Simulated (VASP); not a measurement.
# Ir in VASP: single point with PBE+D3(BJ)

Aim: the single point of Ir with PBE+D3(BJ).

All numbers are computed with VASP 6.6.1; they aren't measurements. Logs are shortened: lines on timing, memory, paths and dates and some standing lists are left out, and cuts for length are marked.

## Step 1: The cell of the first run

The cell holds a slab with vacuum, 12 atoms: a = 4.704 Å, b = 4.704 Å, c = 23.652 Å, α = 90.00°, β = 90.00°, γ = 120.00°.

## Step 2: Single point, PBE+D3(BJ)

Input file INCAR:

```
SYSTEM = Ir
ALGO = Normal
DIPOL = 0.5 0.5 0.499
EDIFF = 1E-7
ENCUT = 520
GGA = PE
IDIPOL = 3
ISIF = 2
ISMEAR = 0
IVDW = 12
LASPH = .True.
LCHARG = .True.
LDIPOL = .True.
LELF = .True.
LREAL = .False.
LVACPOTAV = .True.
LVHAR = .True.
LWAVE = .False.
NBANDS = 66
NELM = 60
PREC = Accurate
SIGMA = 0.1
```

Input file KPOINTS:

```
k-points
0
Gamma
  6 6 1
  0 0 0
```

Input file POSCAR:

```
Ir
1.0
    4.7036899471      0.0000000000      0.0000000000
   -2.3518449735      4.0735149857      0.0000000000
    0.0000000000      0.0000000000     23.6520221164
Ir
12
Direct
    0.0000000000      0.3333333333      0.3593773064
    0.3333333333      0.0000000000      0.3593773064
    0.6666666667      0.6666666667      0.3593773064
    0.3333333333      0.3333333333      0.4531257688
    0.6666666667      0.0000000000      0.4531257688
    0.0000000000      0.6666666667      0.4531257688
    0.6666666667      0.3333333333      0.5452046084
    0.0000000000      0.0000000000      0.5452046084
    0.3333333333      0.6666666667      0.5452046084
    0.0000000000      0.3333333333      0.6379891979
    0.3333333333      0.0000000000      0.6379891979
    0.6666666667      0.6666666667      0.6379891979
```

Potentials or basis: VASP PAW PBE potentials, release 64 (Ir).

Launch:

```console
> cat potpaw_PBE.64/Ir/POTCAR > POTCAR
> mpirun -np 1 vasp_std > vasp.out
```

OUTCAR:

```text
SYSTEM = Ir
   EDIFF = 1E-7
   ENCUT = 520
   GGA = PE
   ISIF = 2
   ISMEAR = 0
   IVDW = 12
   LASPH = .True.
   LREAL = .False.
   NELM = 60
   PREC = Accurate
 IVDW          = 12

 ion  position               nearest neighbor table
   1  0.000  0.333  0.359-   2 2.72   3 2.72   3 2.72   2 2.72   3 2.72   2 2.72   4 2.72   5 2.72
                             6 2.72
   2  0.333  0.000  0.359-   1 2.72   3 2.72   3 2.72   1 2.72   3 2.72   1 2.72   4 2.72   6 2.72
                             5 2.72
   3  0.667  0.667  0.359-   1 2.72   2 2.72   1 2.72   2 2.72   2 2.72   1 2.72   5 2.72   6 2.72
                             4 2.72
   4  0.333  0.333  0.453-   8 2.68   9 2.68   7 2.68   6 2.72   5 2.72   6 2.72   5 2.72   5 2.72
                             6 2.72   2 2.72   1 2.72   3 2.72
   5  0.667  0.000  0.453-   7 2.68   8 2.68   9 2.68   6 2.72   4 2.72   4 2.72   6 2.72   4 2.72
                             6 2.72   3 2.72   1 2.72   2 2.72
   6  0.000  0.667  0.453-   8 2.68   9 2.68   7 2.68   5 2.72   4 2.72   4 2.72   5 2.72   5 2.72
                             4 2.72   3 2.72   2 2.72   1 2.72
   7  0.667  0.333  0.545-   5 2.68   6 2.68   4 2.68  10 2.70  11 2.70  12 2.70   8 2.72   9 2.72
                             9 2.72   8 2.72   8 2.72   9 2.72
   8  0.000  0.000  0.545-   6 2.68   5 2.68   4 2.68  10 2.70  11 2.70  12 2.70   9 2.72   7 2.72
                             9 2.72   7 2.72   7 2.72   9 2.72
   9  0.333  0.667  0.545-   6 2.68   5 2.68   4 2.68  11 2.70  10 2.70  12 2.70   8 2.72   7 2.72
[... 14 lines left out ...]
 A1 = (   4.7036899471,   0.0000000000,   0.0000000000)
 A2 = (  -2.3518449735,   4.0735149857,   0.0000000000)
 A3 = (   0.0000000000,   0.0000000000,  23.6520221164)

Analysis of symmetry for initial positions (statically):
=====================================================================
 Subroutine PRICEL returns following result:

  LATTYP: Found a hexagonal cell.
 ALAT       =     2.7156766569
 C/A-ratio  =     8.7094397105

  Lattice vectors:

 A1 = (  -2.3518449731,  -1.3578383288,   0.0000000000)
 A2 = (   2.3518449733,  -1.3578383284,   0.0000000000)
 A3 = (   0.0000000000,   0.0000000000,  23.6520221164)

   3 primitive cells build up your supercell.

 Routine SETGRP: Setting up the symmetry group for a
 hexagonal supercell.

 Subroutine GETGRP returns: Found  6 space group operations
 (whereof  6 operations were pure point group operations)
 out of a pool of 24 trial point group operations.

The static configuration has the point symmetry C_3v.

Analysis of symmetry for dynamics (positions and initial velocities):
=====================================================================
 Subroutine PRICEL returns following result:

  LATTYP: Found a hexagonal cell.
 ALAT       =     2.7156766569
 C/A-ratio  =     8.7094397105

  Lattice vectors:

[... 123 lines left out ...]
   LORBIT       =      0    0 simple, 1 ext, 2 COOP (PROOUT), +10 PAW based schemes
   GGA     = PE    functional components
   LHFCALC =     F    Hartree Fock is set to
   AEXX    =    0.0000 exact exchange contribution
   IVDW    =    12    specifies the selected vdW correction
   LEPSILON=     F    determine dielectric tensor
   LRPA    =     F    only Hartree local field effects (RPA)
 non-spin polarized calculation
 Gauss-broadening in eV      SIGMA  =   0.10
  energy-cutoff  :      520.00
  volume of cell :      453.19
 maximum number of plane-waves:     12236
 NGX is ok and might be reduce to    36
   NGX = 17   NGY = 17   NGZ = 87

 dipolmoment           0.000000      0.000000      0.000743 electrons x Angstroem

 number of electron     107.9999996 magnetization

 dipolmoment           0.000000      0.000000     -0.001457 electrons x Angstroem

 Free energy of the ion-electron system (eV)
  ---------------------------------------------------
  ext. energy  EPLUGINS =         0.00000000
  ---------------------------------------------------
  free energy    TOTEN  =      -100.88352461 eV

  energy without entropy =     -100.79133800  energy(sigma->0) =     -100.83743130

 E-fermi :   0.5124     XC(G=0):  -6.0587

 val. band max:        0.4571308643   @ k =   0.3333   0.1667   0.0000
 cond. band min:       0.5268750352   @ k =   0.3333   0.1667   0.0000
 fundamental gap:      0.0697441709
 Fermi energy:         0.5123998913

 k-point     1 :       0.0000    0.0000    0.0000
  band No.  band energies     occupation
      1     -10.1417      2.00000
      2      -8.5927      2.00000
      3      -7.4160      2.00000
      4      -7.3286      2.00000
      5      -5.6980      2.00000
      6      -5.6980      2.00000
[... 472 lines left out ...]
     65       1.4263      0.00000
     66       1.4263      0.00000

------------------------ aborting loop because EDIFF is reached ----------------------------------------

 Edisp (eV)   -6.51587

 E8    (eV) :    -3.1495

  FORCE on cell =-STRESS in cart. coord.  units (eV):
  Direction    XX          YY          ZZ          XY          YZ          ZX
  --------------------------------------------------------------------------------------
  -------------------------------------------------------------------------------------
  Total      -9.88658    -9.88658    -0.58906    -0.00000     0.00000    -0.00000
  in kB     -34.95266   -34.95266    -2.08253    -0.00000     0.00000    -0.00000
  external pressure =      -24.00 kB  Pullay stress =        0.00 kB

 VOLUME and BASIS-vectors are now :
 -----------------------------------------------------------------------------
  energy-cutoff  :      520.00
  volume of cell :      453.19
      direct lattice vectors                 reciprocal lattice vectors
     4.703689947  0.000000000  0.000000000     0.212599047  0.122744117  0.000000000
    -2.351844973  4.073514986  0.000000000     0.000000000  0.245488234  0.000000000
     0.000000000  0.000000000 23.652022116     0.000000000  0.000000000  0.042279683

 POSITION                                       TOTAL-FORCE (eV/Angst)
 -----------------------------------------------------------------------------------
     -0.78395      1.35784      8.50000        -0.000000      0.000000      0.182550
      1.56790      0.00000      8.50000        -0.000000      0.000000      0.182550
      1.56790      2.71568      8.50000         0.000000     -0.000000      0.182550
      0.78395      1.35784     10.71734        -0.000000     -0.000000     -0.246222
      3.13579      0.00000     10.71734        -0.000000      0.000000     -0.246222
     -1.56790      2.71568     10.71734         0.000000      0.000000     -0.246222
      2.35184      1.35784     12.89519         0.000000      0.000000      0.009642
      0.00000      0.00000     12.89519         0.000000     -0.000000      0.009642
     -0.00000      2.71568     12.89519         0.000000      0.000000      0.009642
     -0.78395      1.35784     15.08973         0.000000     -0.000000      0.054030
      1.56790      0.00000     15.08973         0.000000      0.000000      0.054030
      1.56790      2.71568     15.08973        -0.000000     -0.000000      0.054030
 -----------------------------------------------------------------------------------
    total drift:                                0.000000      0.000000      0.000241

  FREE ENERGIE OF THE ION-ELECTRON SYSTEM (eV)
  ---------------------------------------------------
  free  energy   TOTEN  =      -107.3993929709 eV

  energy  without entropy=     -107.3072063654  energy(sigma->0) =     -107.35329967

 vacuum level on the upper side and lower side of the slab         5.904         5.918
```

Run time: 6.6 min. Hardware: 1 thread of Intel Xeon 6975P-C (Granite Rapids), shared host; peak memory 0.57 GiB.

Results:

```yaml
Free_energy: -107.3994 eV
Largest_force: 0.246 eV/Å
Band_gap_on_the_k_mesh: zero (bands 54 and 55 overlap by 0.25 eV)
Dispersion_energy_per_atom: -0.543 eV
```

Forces on the atoms (eV/Å):
```
Ir   0.000  0.000  0.183
Ir   0.000  0.000  0.183
Ir   0.000  0.000  0.183
Ir   0.000  0.000 -0.246
Ir   0.000  0.000 -0.246
Ir   0.000  0.000 -0.246
Ir   0.000  0.000  0.010
Ir   0.000  0.000  0.010
Ir   0.000  0.000  0.010
Ir   0.000  0.000  0.054
Ir   0.000  0.000  0.054
Ir   0.000  0.000  0.054
```

Levels at points of the mesh, in eV from the Fermi level:
```
           k point  band 52  band 53  band 54  band 55  band 56  band 57
(0.00, 0.00, 0.00)    -0.76    -0.23    -0.23     0.05     0.05     0.16
(0.50, 0.00, 0.00)    -0.35     0.05     0.05     0.06     0.19     0.19
```

Caveat: spin-orbit coupling is left out, which moves the levels of the heavy elements.
